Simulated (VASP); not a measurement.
# Os (P6_3/mmc) in VASP: a series of runs, part 2 of 2

VASP 6.6.1. The steps go on from the part before.

### Step 3. Single point, PBE

This run uses another cell than the first one, of 13.98 Å³/atom, 1.026 times its volume.

INCAR reads:

```
SYSTEM = Os
PREC     = Accurate       ! precision mode
ENCUT    = 520            ! plane-wave cutoff, eV
EDIFF    = 1E-6           ! SCF threshold, eV
ISMEAR   = -1             ! smearing method
SIGMA    = 0.1            ! smearing width, eV
LREAL    = .FALSE.        ! projectors in reciprocal space
LASPH    = .TRUE.         ! aspherical terms in the spheres
NELM     = 60             ! most SCF steps
ALGO     = Normal         ! electronic algorithm
ISIF     = 2              ! what is computed and relaxed
LWAVE    = .FALSE.        ! write WAVECAR
LCHARG   = .TRUE.         ! write CHGCAR
GGA      = PE             ! functional
LELF     = .TRUE.         ! ELF
LVHAR    = .TRUE.       
NBANDS   = 15             ! bands
```

KPOINTS reads:

```
regular mesh
0
G
  11 11 6
  0 0 0
```

POSCAR reads:

```
Os
1.0
    2.7341000000      0.0000000000      0.0000000000
   -1.3670500000      2.3678000000      0.0000000000
    0.0000000000      0.0000000000      4.3197000000
Os
2
Direct
    0.3333333333      0.6666666667      0.2500000000
    0.6666666667      0.3333333333      0.7500000000
```

Potentials or basis: VASP PAW PBE potentials, release 64 (Os).

Run with:

```bash
$ cat potpaw_PBE.64/Os/POTCAR > POTCAR
$ mpirun -np 1 vasp_std > vasp.out
```

OUTCAR:

```text
SYSTEM = Os
   PREC = Accurate
   ENCUT = 520
   EDIFF = 1E-6
   ISMEAR = -1
   LREAL = .FALSE.
   LASPH = .TRUE.
   NELM = 60
   ISIF = 2
   GGA = PE

 ion  position               nearest neighbor table
   1  0.333  0.667  0.250-   2 2.68   2 2.68   2 2.68   2 2.68   2 2.68   2 2.68
   2  0.667  0.333  0.750-   1 2.68   1 2.68   1 2.68   1 2.68   1 2.68   1 2.68

  LATTYP: Found a hexagonal cell.
 ALAT       =     2.7341000000
 C/A-ratio  =     1.5799348963

  Lattice vectors:

 A1 = (   2.7341000000,   0.0000000000,   0.0000000000)
 A2 = (  -1.3670500000,   2.3678000000,   0.0000000000)
 A3 = (   0.0000000000,   0.0000000000,   4.3197000000)

Analysis of symmetry for initial positions (statically):
=====================================================================
 Subroutine PRICEL returns:
 Original cell was already a primitive cell.

 Routine SETGRP: Setting up the symmetry group for a
 hexagonal supercell.

 Subroutine GETGRP returns: Found 24 space group operations
 (whereof 12 operations were pure point group operations)
 out of a pool of 24 trial point group operations.

The static configuration has the point symmetry D_3d.
 The point group associated with its full space group is D_6h.

Analysis of symmetry for dynamics (positions and initial velocities):
=====================================================================
 Subroutine PRICEL returns:
 Original cell was already a primitive cell.

 Routine SETGRP: Setting up the symmetry group for a
 hexagonal supercell.

 Subroutine GETGRP returns: Found 24 space group operations
 (whereof 12 operations were pure point group operations)
 out of a pool of 24 trial point group operations.

The dynamic configuration has the point symmetry D_3d.
 The point group associated with its full space group is D_6h.

 Subroutine INISYM returns: Found 24 space group operations
[... 117 lines left out ...]
     AMIX_MAG =   1.60;   BMIX_MAG =  1.00
  volume/ion in A,a.u.               =      13.98        94.36
  Fermi-wavevector in a.u.,A,eV,Ry     =   1.359076  2.568282 25.131162  1.847088
  Thomas-Fermi vector in A             =   2.485855
   LORBIT       =      0    0 simple, 1 ext, 2 COOP (PROOUT), +10 PAW based schemes
   GGA     = PE    functional components
   LHFCALC =     F    Hartree Fock is set to
   AEXX    =    0.0000 exact exchange contribution
   IVDW    =     0    specifies the selected vdW correction
   LEPSILON=     F    determine dielectric tensor
   LRPA    =     F    only Hartree local field effects (RPA)
 non-spin polarized calculation
  energy-cutoff  :      520.00
  volume of cell :       27.96
 maximum number of plane-waves:       768
   NGX = 11   NGY = 11   NGZ = 17

 number of electron      15.9999998 magnetization

 Free energy of the ion-electron system (eV)
  ---------------------------------------------------
  ext. energy  EPLUGINS =         0.00000000
  ---------------------------------------------------
  free energy    TOTEN  =       -22.49326501 eV

  energy without entropy =      -22.44284858  energy(sigma->0) =      -22.46805680

 E-fermi :   9.4474     XC(G=0): -14.0600

 val. band max:        9.4088681352   @ k =   0.0909   0.0000   0.3333
 cond. band min:       9.4923152020   @ k =   0.3636   0.0909   0.3333
 fundamental gap:      0.0834470669
 Fermi energy:         9.4474287021

 k-point     1 :       0.0000    0.0000    0.0000
  band No.  band energies     occupation
      1      -1.4737      2.00000
      2       1.6782      2.00000
      3       6.4204      2.00000
      4       6.4204      2.00000
      5       6.6730      2.00000
      6       7.2632      2.00000
      7       7.2632      2.00000
      8       7.9135      2.00000
      9       7.9135      2.00000
     10       9.4987      0.74901
     11      11.1666      0.00000
     12      11.1666      0.00000
     13      18.5554      0.00000
     14      23.5093      0.00000
[... 401 lines left out ...]
      2       3.2860      2.00000
      3       4.6959      2.00000
      4       4.9180      2.00000
      5       6.1733      2.00000
      6       6.7909      2.00000
      7       7.3685      2.00000
      8       8.3210      1.99997
      9       8.9312      1.98861
     10       9.3105      1.59454
     11      11.6055      0.00000
     12      15.0238      0.00000
     13      20.0235      0.00000
     14      24.6025      0.00000
     15      25.6924      0.00000

 [... further k-points ...]
[... 5 lines left out ...]
  --------------------------------------------------------------------------------------
  -------------------------------------------------------------------------------------
  Total        1.5390233      1.5390232      1.6328886      0.0000000      0.0000000     -0.0000000
  in kB       88.1744529     88.1744487     93.5522297      0.0000000      0.0000000     -0.0000000
  external PRESSURE =      89.9670438 kB  Pullay stress =       0.0000000 kB

 VOLUME and BASIS-vectors are now :
 -----------------------------------------------------------------------------
  energy-cutoff  :      520.00
  volume of cell :       27.96
      direct lattice vectors                 reciprocal lattice vectors
     2.734100000  0.000000000  0.000000000     0.365751070  0.211166484  0.000000000
    -1.367050000  2.367800000  0.000000000     0.000000000  0.422332967  0.000000000
     0.000000000  0.000000000  4.319700000     0.000000000  0.000000000  0.231497558

 POSITION                                       TOTAL-FORCE (eV/Angst)
 -----------------------------------------------------------------------------------
     -0.00000      1.57853      1.07993         0.000000      0.000000      0.000000
      1.36705      0.78927      3.23977        -0.000000      0.000000      0.000000
 -----------------------------------------------------------------------------------
    total drift:                               -0.000000      0.000000     -0.000000

  FREE ENERGIE OF THE ION-ELECTRON SYSTEM (eV)
  ---------------------------------------------------
  free  energy   TOTEN  =       -22.4932650065 eV

  energy  without entropy=      -22.4428485847  energy(sigma->0) =      -22.46805680
```

It took 9.1 s on 1 thread of Intel Xeon 6975P-C (Granite Rapids), shared host; peak memory 0.15 GiB.

What came out:

| Quantity | Value |
| --- | --- |
| Free energy | -22.4933 eV |
| Pressure | 9.0 GPa |
| Band gap on the k mesh | zero (band 8 reaches 11.57 eV, above the bottom of band 9 at 7.68 eV) |

Levels at points of the mesh, in eV from the Fermi level:
```tsv
k point	band 4	band 5	band 6	band 7	band 8	band 9	band 10	band 11	band 12	band 13
(0.00, 0.00, 0.00)	-3.03	-2.77	-2.18	-2.18	-1.53	-1.53	0.05	1.72	1.72	9.11
(0.00, 0.00, 0.50)	-3.55	-3.22	-3.22	-3.22	-3.22	0.93	0.93	0.93	0.93	13.77
```

Caveat: spin-orbit coupling is left out, which moves the levels of the heavy elements.

### Step 4. Single point, PBE

This run uses another cell than the first one, of 14.33 Å³/atom, 1.051 times its volume.

INCAR reads:

```
PREC = Accurate
ENCUT = 520
EDIFF = 1E-7
ISMEAR = -1
SIGMA = 0.1
LREAL = F
LASPH = T
NELM = 60
ALGO = Normal
ISIF = 2
LWAVE = F
LCHARG = T
GGA = PE
LELF = T
LVHAR = T
NBANDS = 15
```

KPOINTS reads:

```
regular mesh
0
Gamma
  11 11 6
```

POSCAR reads:

```
Os
1.0
    2.7566968925      0.0000000000      0.0000000000
   -1.3783484463      2.3873694825      0.0000000000
    0.0000000000      0.0000000000      4.3554016190
Os
2
Direct
    0.3333333333      0.6666666667      0.2500000000
    0.6666666667      0.3333333333      0.7500000000
```

Potentials or basis: VASP PAW PBE potentials, release 64 (Os).

Run with:

```bash
$ cat potpaw_PBE.64/Os/POTCAR > POTCAR
$ mpirun -np 1 vasp_std > vasp.out
```

OUTCAR:

```text
PREC = Accurate
   ENCUT = 520
   EDIFF = 1E-7
   ISMEAR = -1
   LREAL = F
   LASPH = T
   NELM = 60
   ISIF = 2
   GGA = PE

 ion  position               nearest neighbor table
   1  0.333  0.667  0.250-   2 2.70   2 2.70   2 2.70   2 2.70   2 2.70   2 2.70
   2  0.667  0.333  0.750-   1 2.70   1 2.70   1 2.70   1 2.70   1 2.70   1 2.70

  LATTYP: Found a hexagonal cell.
 ALAT       =     2.7566968925
 C/A-ratio  =     1.5799348963

  Lattice vectors:

 A1 = (   2.7566968925,   0.0000000000,   0.0000000000)
 A2 = (  -1.3783484463,   2.3873694825,   0.0000000000)
 A3 = (   0.0000000000,   0.0000000000,   4.3554016190)

Analysis of symmetry for initial positions (statically):
=====================================================================
 Subroutine PRICEL returns:
 Original cell was already a primitive cell.

 Routine SETGRP: Setting up the symmetry group for a
 hexagonal supercell.

 Subroutine GETGRP returns: Found 24 space group operations
 (whereof 12 operations were pure point group operations)
 out of a pool of 24 trial point group operations.

The static configuration has the point symmetry D_3d.
[... 168 lines left out ...]
 Fermi energy:         9.0756306062

 k-point     1 :       0.0000    0.0000    0.0000
  band No.  band energies     occupation
      1      -1.6208      2.00000
      2       1.5407      2.00000
      3       6.1608      2.00000
      4       6.1608      2.00000
      5       6.4010      2.00000
      6       6.9692      2.00000
      7       6.9692      2.00000
      8       7.5947      2.00000
      9       7.5947      2.00000
     10       9.1275      0.74643
     11      10.7306      0.00000
     12      10.7306      0.00000
     13      17.8891      0.00000
     14      23.1453      0.00000
[... 401 lines left out ...]
      2       3.1067      2.00000
      3       4.4813      2.00000
      4       4.7034      2.00000
      5       5.9209      2.00000
      6       6.5142      2.00000
      7       7.0640      2.00000
      8       7.9906      1.99996
      9       8.5785      1.98623
     10       8.9408      1.58771
     11      11.1438      0.00000
     12      14.4615      0.00000
     13      19.3888      0.00000
     14      23.9241      0.00000
     15      25.0528      0.00000

 [... further k-points ...]
[... 5 lines left out ...]
  --------------------------------------------------------------------------------------
  -------------------------------------------------------------------------------------
  Total       -0.2473205     -0.2473205     -0.2789252      0.0000000      0.0000000      0.0000000
  in kB      -13.8240041    -13.8240035    -15.5905509      0.0000000      0.0000000      0.0000000
  external PRESSURE =     -14.4128529 kB  Pullay stress =       0.0000000 kB

 VOLUME and BASIS-vectors are now :
 -----------------------------------------------------------------------------
  energy-cutoff  :      520.00
  volume of cell :       28.66
      direct lattice vectors                 reciprocal lattice vectors
     2.756696892  0.000000000  0.000000000     0.362752975  0.209435533  0.000000000
    -1.378348446  2.387369483  0.000000000     0.000000000  0.418871066  0.000000000
     0.000000000  0.000000000  4.355401619     0.000000000  0.000000000  0.229599951

 POSITION                                       TOTAL-FORCE (eV/Angst)
 -----------------------------------------------------------------------------------
     -0.00000      1.59158      1.08885        -0.000000     -0.000000      0.000000
      1.37835      0.79579      3.26655         0.000000      0.000000      0.000000
 -----------------------------------------------------------------------------------
    total drift:                               -0.000000      0.000000     -0.000000

  FREE ENERGIE OF THE ION-ELECTRON SYSTEM (eV)
  ---------------------------------------------------
  free  energy   TOTEN  =       -22.5097831155 eV

  energy  without entropy=      -22.4579209686  energy(sigma->0) =      -22.48385204
```

stdout:

```text
POSCAR found type information on POSCAR Os
 POSCAR found :  1 types and       2 ions
 scaLAPACK will be used
 LDA part: xc-table for (Slater+PW92), standard interpolation
 POSCAR, INCAR and KPOINTS ok, starting setup
 FFT: planning ... GRIDC
 FFT: planning ... GRID_SOFT
 FFT: planning ... GRID
 WAVECAR not read
 entering main loop
```

It took 9.8 s on 1 thread of Intel Xeon 6975P-C (Granite Rapids), shared host; peak memory 0.16 GiB.

Results:

| Quantity | Value |
| --- | --- |
| Free energy | -22.5098 eV |
| Pressure | -1.4 GPa |
| Band gap on the k mesh | zero (band 8 reaches 11.11 eV, above the bottom of band 9 at 7.37 eV) |

Caveat: spin-orbit coupling is left out, which moves the levels of the heavy elements.

### Step 5. Overview

| cell | gap on the mesh (eV) | pressure (GPa) |
| --- | --- | --- |
| a = 2.711, b = 2.711, c = 4.283 Å, angles 90.0, 90.0, 120.0°, 2 atoms | none | 21.1 |
| a = 2.734, b = 2.734, c = 4.320 Å, angles 90.0, 90.0, 120.0°, 2 atoms | none | 9.0 |
| a = 2.757, b = 2.757, c = 4.355 Å, angles 90.0, 90.0, 120.0°, 2 atoms | none | -1.4 |

Alike in all rows: task single point; level PBE; potentials or basis VASP PAW PBE potentials, release 64 (Os); no spin polarisation; k mesh 11 × 11 × 6; cutoff (eV) 520; smearing fermi-dirac 0.1 eV.

Caveats: spin-orbit coupling is left out, which moves the levels of the heavy elements.

Absolute energies hang on the potentials; compare differences alone.
